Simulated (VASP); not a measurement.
# O2 in VASP: a series of runs

The runs below take O2 through single point, with PBEsol.

Everything below comes from runs of VASP 6.6.1. Logs are shortened: lines on timing, memory, paths and dates and some standing lists are left out, and cuts for length are marked.

**1. The cell of the first run**

The cell holds a molecule in a box, 2 atoms: a = 10.000 Å, b = 10.500 Å, c = 11.000 Å, α = 90.00°, β = 90.00°, γ = 90.00°.

**2. Single point, PBEsol, collinear spin, ferromagnetic start**

The input, INCAR:

```
ALGO = Normal
EDIFF = 1E-6
ENCUT = 520
GGA = PS
ISIF = 2
ISMEAR = 0
ISPIN = 2
LASPH = T
LCHARG = F
LORBIT = 11
LREAL = F
LWAVE = F
MAGMOM = 0.61 0.61
NBANDS = 17
NELM = 150
PREC = Accurate
SIGMA = 0.01
```

The input, KPOINTS:

```
k-points
0
Gamma
  1 1 1
```

The input, POSCAR:

```
O
1.0
   10.0000000000      0.0000000000      0.0000000000
    0.0000000000     10.5000000000      0.0000000000
    0.0000000000      0.0000000000     11.0000000000
O
2
Direct
    0.5000000000      0.5000000000      0.4449587598
    0.5000000000      0.5000000000      0.5550412402
```

Potentials or basis: VASP PAW PBE potentials, release 64 (O).

Launch:

```sh
$ cat potpaw_PBE.64/O/POTCAR > POTCAR
$ mpirun -np 1 vasp_gam > vasp.out
```

OUTCAR:

```text
EDIFF = 1E-6
   ENCUT = 520
   GGA = PS
   ISIF = 2
   ISMEAR = 0
   ISPIN = 2
   LASPH = T
   LORBIT = 11
   LREAL = F
   NELM = 150
   PREC = Accurate

 ion  position               nearest neighbor table
   1  0.500  0.500  0.445-   2 1.21
   2  0.500  0.500  0.555-   1 1.21

  LATTYP: Found a simple orthorhombic cell.
 ALAT       =    10.0000000000
 B/A-ratio  =     1.0500000000
 C/A-ratio  =     1.1000000000

  Lattice vectors:

 A1 = (  10.0000000000,   0.0000000000,   0.0000000000)
 A2 = (   0.0000000000,  10.5000000000,   0.0000000000)
 A3 = (   0.0000000000,   0.0000000000,  11.0000000000)

Analysis of symmetry for initial positions (statically):
=====================================================================
 Subroutine PRICEL returns:
 Original cell was already a primitive cell.

 Routine SETGRP: Setting up the symmetry group for a
 simple orthorhombic supercell.

 Subroutine GETGRP returns: Found  8 space group operations
 (whereof  8 operations were pure point group operations)
 out of a pool of  8 trial point group operations.

The static configuration has the point symmetry D_2h.

Analysis of symmetry for dynamics (positions and initial velocities):
=====================================================================
 Subroutine PRICEL returns:
 Original cell was already a primitive cell.

 Routine SETGRP: Setting up the symmetry group for a
 simple orthorhombic supercell.

 Subroutine GETGRP returns: Found  8 space group operations
 (whereof  8 operations were pure point group operations)
 out of a pool of  8 trial point group operations.

The dynamic configuration has the point symmetry D_2h.

Analysis of structural, dynamic, and magnetic symmetry:
=====================================================================
 Subroutine PRICEL returns:
 Original cell was already a primitive cell.

 Routine SETGRP: Setting up the symmetry group for a
 simple orthorhombic supercell.

 Subroutine GETGRP returns: Found  8 space group operations
 (whereof  8 operations were pure point group operations)
 out of a pool of  8 trial point group operations.

The overall configuration has the point symmetry D_2h.

 Subroutine INISYM returns: Found  8 space group operations
[... 88 lines left out ...]
   ISMEAR =     0;   SIGMA  =   0.01  broadening in eV -4-tet -1-fermi 0-gaus
   EFERMI_NEDOS =   21; number of points for ismear=-14 and -15
   IALGO  =     38    algorithm
   IMIX   =      4    mixing-type and parameters
     AMIX     =   0.40;   BMIX     =  1.00
     AMIX_MAG =   1.60;   BMIX_MAG =  1.00
  volume/ion in A,a.u.               =     577.50      3897.16
  Fermi-wavevector in a.u.,A,eV,Ry     =   0.357225  0.675056  1.736231  0.127609
  Thomas-Fermi vector in A             =   1.274455
   LORBIT       =     11    0 simple, 1 ext, 2 COOP (PROOUT), +10 PAW based schemes
   GGA     = PS    functional components
   LHFCALC =     F    Hartree Fock is set to
   AEXX    =    0.0000 exact exchange contribution
   IVDW    =     0    specifies the selected vdW correction
   LEPSILON=     F    determine dielectric tensor
   LRPA    =     F    only Hartree local field effects (RPA)
 spin polarized calculation
 Gauss-broadening in eV      SIGMA  =   0.01
  energy-cutoff  :      520.00
  volume of cell :     1155.00
 maximum number of plane-waves:     15548
 NGX is ok and might be reduce to    80
   NGX = 37   NGY = 39   NGZ = 41

 number of electron      11.9999998 magnetization       1.9999985

 Free energy of the ion-electron system (eV)
  ---------------------------------------------------
  ext. energy  EPLUGINS =         0.00000000
  ---------------------------------------------------
  free energy    TOTEN  =       -10.26751325 eV

  energy without entropy =      -10.26751325  energy(sigma->0) =      -10.26751325

 E-fermi :  -6.6057     XC(G=0):  -0.4657

 val. band max:       -6.6754310259   @ k =   0.0000   0.0000   0.0000
 cond. band min:      -4.4121573740   @ k =   0.0000   0.0000   0.0000
 fundamental gap:      2.2632736519
 Fermi energy:        -6.6057234051

 spin component 1

 k-point     1 :       0.0000    0.0000    0.0000
  band No.  band energies     occupation
      1     -32.8882      1.00000
      2     -20.2599      1.00000
      3     -13.4123      1.00000
      4     -13.4123      1.00000
      5     -13.4040      1.00000
      6      -6.6755      1.00000
[... 9 lines left out ...]
     16       2.3508      0.00000
     17       2.3531      0.00000
 Fermi energy:        -6.6057234051

 spin component 2

 k-point     1 :       0.0000    0.0000    0.0000
  band No.  band energies     occupation
      1     -31.6396      1.00000
      2     -18.4794      1.00000
      3     -12.3739      1.00000
      4     -11.5753      1.00000
      5     -11.5752      1.00000
      6      -4.4122      0.00000
[... 9 lines left out ...]
     16       2.4198      0.00000
     17       2.4892      0.00000

------------------------ aborting loop because EDIFF is reached ----------------------------------------

  FORCE on cell =-STRESS in cart. coord.  units (eV):
  Direction    XX          YY          ZZ          XY          YZ          ZX
  --------------------------------------------------------------------------------------
  -------------------------------------------------------------------------------------
  Total       -0.0722647     -0.0745000      1.5008074     -0.0000000      0.0000000      0.0000000
  in kB       -0.1002431     -0.1033439      2.0818698     -0.0000000      0.0000000      0.0000000
  external PRESSURE =       0.6260943 kB  Pullay stress =       0.0000000 kB

 VOLUME and BASIS-vectors are now :
 -----------------------------------------------------------------------------
  energy-cutoff  :      520.00
  volume of cell :     1155.00
      direct lattice vectors                 reciprocal lattice vectors
    10.000000000  0.000000000  0.000000000     0.100000000  0.000000000  0.000000000
     0.000000000 10.500000000  0.000000000     0.000000000  0.095238095  0.000000000
     0.000000000  0.000000000 11.000000000     0.000000000  0.000000000  0.090909091

 POSITION                                       TOTAL-FORCE (eV/Angst)
 -----------------------------------------------------------------------------------
      5.00000      5.25000      4.89455         0.000000      0.000000     -1.304938
      5.00000      5.25000      6.10545         0.000000      0.000000      1.304938
 -----------------------------------------------------------------------------------
    total drift:                                0.000000      0.000000      0.000000

  FREE ENERGIE OF THE ION-ELECTRON SYSTEM (eV)
  ---------------------------------------------------
  free  energy   TOTEN  =       -10.2675132479 eV

  energy  without entropy=      -10.2675132479  energy(sigma->0) =      -10.26751325

 total charge

# of ion       s       p       d       tot
------------------------------------------
    1        1.609   3.306   0.000   4.915
    2        1.609   3.306   0.000   4.915
--------------------------------------------------
tot          3.218   6.612   0.000   9.830

 magnetization (x)

# of ion       s       p       d       tot
------------------------------------------
    1        0.009   0.797   0.000   0.806
    2        0.009   0.797   0.000   0.806
--------------------------------------------------
tot          0.018   1.594   0.000   1.612
```

Wall time 88 s (1 thread of Intel Xeon 6975P-C (Granite Rapids), shared host); peak memory 1.2 GiB.

Results:

| Property | Result |
| --- | --- |
| Free energy | -10.2675 eV |
| Largest force | 1.305 eV/Å |
| Gap between the frontier levels | 2.26 eV |
| Net moment | 2.00 μB per cell |
| Site moments | O +0.81 μB |
| Valence electrons inside the program's atomic spheres | O 4.92 |

Forces in eV/Å, atoms in the order of the input:
```
O    0.000  0.000 -1.305
O    0.000  0.000  1.305
```

Levels at points of the mesh, in eV from the valence-band top:
Spin up:
| k point | band 5 | band 6 | band 7 | band 8 | band 9 | band 10 |
| --- | --- | --- | --- | --- | --- | --- |
| (0.00, 0.00, 0.00) | -6.73 | 0.00 | 0.00 | 6.43 | 7.46 | 7.71 |
Spin down:
```tsv
k point	band 3	band 4	band 5	band 6	band 7	band 8
(0.00, 0.00, 0.00)	-5.70	-4.90	-4.90	2.26	2.26	6.53
```

Caveat: the standard files for N, O and F lose accuracy on very short bonds; the PAW data sets were made with another functional, which shifts forces and pressure a little.

**3. Single point, PBEsol, collinear spin, ferromagnetic start**

INCAR: that of step 2 with these lines changed.

```diff
@@ -2,4 +2,5 @@
 EDIFF = 1E-6
-ENCUT = 520
+ENCUT = 910
 GGA = PS
+GGA_COMPAT = F
 ISIF = 2
@@ -14,3 +15,4 @@
 NBANDS = 17
-NELM = 150
+NELM = 200
+NELMDL = -8
 PREC = Accurate
```

KPOINTS is that of step 2.

POSCAR is that of step 2.

Potentials or basis: VASP PAW PBE potentials, release 64 (O_h).

Launch:

```sh
$ cat potpaw_PBE.64/O_h/POTCAR > POTCAR
$ mpirun -np 1 vasp_gam > vasp.out
```

OUTCAR:

```text
EDIFF = 1E-6
   ENCUT = 910
   GGA = PS
   ISIF = 2
   ISMEAR = 0
   ISPIN = 2
   LASPH = T
   LORBIT = 11
   LREAL = F
   NELM = 200
   NELMDL = -8
   PREC = Accurate

 ion  position               nearest neighbor table
   1  0.500  0.500  0.445-   2 1.21
   2  0.500  0.500  0.555-   1 1.21

  LATTYP: Found a simple orthorhombic cell.
 ALAT       =    10.0000000000
 B/A-ratio  =     1.0500000000
 C/A-ratio  =     1.1000000000

  Lattice vectors:

 A1 = (  10.0000000000,   0.0000000000,   0.0000000000)
 A2 = (   0.0000000000,  10.5000000000,   0.0000000000)
 A3 = (   0.0000000000,   0.0000000000,  11.0000000000)

Analysis of symmetry for initial positions (statically):
=====================================================================
 Subroutine PRICEL returns:
 Original cell was already a primitive cell.

[... 190 lines left out ...]
 spin component 2

 k-point     1 :       0.0000    0.0000    0.0000
  band No.  band energies     occupation
      1     -31.4955      1.00000
      2     -18.5054      1.00000
      3     -12.4060      1.00000
      4     -11.5341      1.00000
      5     -11.5341      1.00000
      6      -4.3676      0.00000
[... 9 lines left out ...]
     16       2.4301      0.00000
     17       2.5016      0.00000

------------------------ aborting loop because EDIFF is reached ----------------------------------------

  FORCE on cell =-STRESS in cart. coord.  units (eV):
  Direction    XX          YY          ZZ          XY          YZ          ZX
  --------------------------------------------------------------------------------------
  -------------------------------------------------------------------------------------
  Total       -0.1290630     -0.1285012      0.0602597      0.0000000      0.0000000      0.0000000
  in kB       -0.1790319     -0.1782525      0.0835902      0.0000000      0.0000000      0.0000000
  external PRESSURE =      -0.0912314 kB  Pullay stress =       0.0000000 kB

 VOLUME and BASIS-vectors are now :
 -----------------------------------------------------------------------------
  energy-cutoff  :      910.00
  volume of cell :     1155.00
      direct lattice vectors                 reciprocal lattice vectors
    10.000000000  0.000000000  0.000000000     0.100000000  0.000000000  0.000000000
     0.000000000 10.500000000  0.000000000     0.000000000  0.095238095  0.000000000
     0.000000000  0.000000000 11.000000000     0.000000000  0.000000000  0.090909091

 POSITION                                       TOTAL-FORCE (eV/Angst)
 -----------------------------------------------------------------------------------
      5.00000      5.25000      4.89455         0.000000      0.000000     -0.139966
      5.00000      5.25000      6.10545         0.000000     -0.000000      0.139966
 -----------------------------------------------------------------------------------
    total drift:                                0.000000     -0.000000      0.000000

  FREE ENERGIE OF THE ION-ELECTRON SYSTEM (eV)
  ---------------------------------------------------
  free  energy   TOTEN  =       -10.4508118172 eV

  energy  without entropy=      -10.4508118172  energy(sigma->0) =      -10.45081182

 total charge

# of ion       s       p       d       tot
------------------------------------------
    1        1.083   2.220   0.000   3.303
    2        1.083   2.220   0.000   3.303
--------------------------------------------------
tot          2.167   4.440   0.000   6.606

 magnetization (x)

# of ion       s       p       d       tot
------------------------------------------
    1        0.013   0.607   0.000   0.620
    2        0.013   0.607   0.000   0.620
--------------------------------------------------
tot          0.026   1.214   0.000   1.240
```

OSZICAR:

```text
N       E                     dE             d eps       ncg     rms          rms(c)
DAV:   1     0.143711765915E+03    0.14371E+03   -0.33171E+03    84   0.559E+02
DAV:   2     0.517939366215E+02   -0.91918E+02   -0.89748E+02   118   0.736E+01
[... 18 lines left out ...]
DAV:  21    -0.104507767679E+02   -0.31661E-04   -0.13825E-06    69   0.459E-03    0.631E-04
DAV:  22    -0.104507929650E+02   -0.16197E-04   -0.36286E-07    78   0.295E-03    0.429E-04
DAV:  23    -0.104508054356E+02   -0.12471E-04   -0.25919E-07    78   0.240E-03    0.227E-04
DAV:  24    -0.104508097015E+02   -0.42659E-05   -0.62783E-08    78   0.125E-03    0.136E-04
DAV:  25    -0.104508112008E+02   -0.14993E-05   -0.24698E-08    70   0.829E-04    0.861E-05
DAV:  26    -0.104508118172E+02   -0.61645E-06    0.20465E-09    78   0.492E-04
   1 F= -.10450812E+02 E0= -.10450812E+02  d E =-.753845E-32  mag=     2.0000
```

stdout:

```text
POSCAR found type information on POSCAR O
 POSCAR found :  1 types and       2 ions
 scaLAPACK will be used
 -----------------------------------------------------------------------------
|                                                                             |
|                                                                             |
|     You enforced a specific xc type in the INCAR file but a different       |
|     I HOPE YOU KNOW WHAT YOU ARE DOING!                                     |
|                                                                             |
 -----------------------------------------------------------------------------

 LDA part: xc-table for (Slater+PW92), standard interpolation
 POSCAR, INCAR and KPOINTS ok, starting setup
 FFT: planning ... GRIDC
 FFT: planning ... GRID_SOFT
 FFT: planning ... GRID
 WAVECAR not read
 entering main loop
```

Wall time 4.9 min (1 thread of Intel Xeon Platinum 8488C (Sapphire Rapids), shared host); peak memory 2.4 GiB.

Results:

- Free energy: -10.4508 eV
- Largest force: 0.140 eV/Å
- Gap between the frontier levels: 2.27 eV
- Net moment: 2.00 μB per cell
- Site moments: O +0.62 μB
- Valence electrons inside the program's atomic spheres: O 3.30

Forces in eV/Å, atoms in the order of the input:
```
O    0.000  0.000 -0.140
O    0.000  0.000  0.140
```

Caveat: the cutoff is under 1.25 times the usual one of these potentials, so pressure, stress and relaxed cells hold a basis-set (Pulay) error; the PAW data sets were made with another functional, which shifts forces and pressure a little.
